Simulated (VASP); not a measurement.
Here is a VASP 6.6.1 calculation.

File INCAR:

```
SYSTEM = In
PREC     = Accurate       ! precision mode
ENCUT    = 520            ! plane-wave cutoff, eV
EDIFF    = 1E-7           ! SCF threshold, eV
ISMEAR   = 0              ! smearing method
SIGMA    = 0.1            ! smearing width, eV
LREAL    = .False.        ! projectors in reciprocal space
LASPH    = .True.         ! aspherical terms in the spheres
NELM     = 80             ! most SCF steps
ALGO     = Normal         ! electronic algorithm
ISIF     = 2              ! what is computed and relaxed
LWAVE    = .False.        ! write WAVECAR
LCHARG   = .True.         ! write CHGCAR
GGA      = PE             ! functional
IVDW     = 12             ! dispersion correction
LELF     = .True.         ! ELF
LVHAR    = .True.       
NBANDS   = 34             ! bands
```

The input KPOINTS:

```
Automatic mesh
0
Gamma
  12 12 4
  0 0 0
```

File POSCAR:

```
In
1.0
    3.3296346890      0.0000000000      0.0000000000
   -1.6648173445      2.8835482260      0.0000000000
    0.0000000000      0.0000000000     10.8719198871
In
4
Direct
    0.0000000000      0.0000000000      0.0000000000
    0.3333333333      0.6666666667      0.2500000000
    0.0000000000      0.0000000000      0.5000000000
    0.6666666667      0.3333333333      0.7500000000
```

Potentials or basis: VASP PAW PBE potentials, release 64 (In_d).

The run is started by

```bash
$ cat potpaw_PBE.64/In_d/POTCAR > POTCAR
$ mpirun -np 1 vasp_std > vasp.out
```

**Question.** Predict the band gap on the k mesh.

**Answer.** Zero (band 26 reaches 11.11 eV, above the bottom of band 27 at 6.36 eV).

**Question.** What does it give for the dispersion energy per atom?

**Answer.** -0.339 eV.

Stress tensor (GPa, compression positive):
```
-0.11  0.00  0.00
 0.00 -0.11  0.00
 0.00  0.00  0.03
```

Caveat: spin-orbit coupling is left out, which moves the levels of the heavy elements; pairwise dispersion overbinds metals, which lowers pressure and volume.
